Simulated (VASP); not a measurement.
SiMo3:

```xyz
8
Lattice="4.8890 0.0000 0.0000 0.0000 4.8890 0.0000 0.0000 0.0000 4.8890" Properties=species:S:1:pos:R:3 pbc="T T T"
Si    0.0000    0.0000    0.0000
Si    2.4445    2.4445    2.4445
Mo    1.2223    0.0000    2.4445
Mo    2.4445    3.6668    0.0000
Mo    3.6668    0.0000    2.4445
Mo    2.4445    1.2223    0.0000
Mo    0.0000    2.4445    3.6668
Mo    0.0000    2.4445    1.2223
```

Base run:

- Program: VASP 6.6.1
- Functional: PBEsol
- Potentials or basis: VASP PAW PBE potentials, release 64 (Si, Mo_sv)
- Cutoff: 520 eV
- k mesh: 8 × 8 × 8
- Occupations: gaussian, width 0.05 eV
- Spin: no spin polarisation

Its results: band gap on the k mesh zero (bands 46 and 47 overlap by 2.45 eV); pressure -3.8 GPa.

The run is repeated on the same cell with these changes: functional from PBEsol to r2SCAN; further incar settings from ALGO = Fast; EDIFF = 1e-06; NBANDS = 56 to ALGO = Normal; EDIFF = 1e-06; NBANDS = 56. What comes out?

Band gap on the k mesh zero (bands 46 and 47 overlap by 2.67 eV); pressure 0.3 GPa.

Caveats: the PAW data sets were made with another functional, which shifts forces and pressure a little; the cell stands under tension (at least some runs).
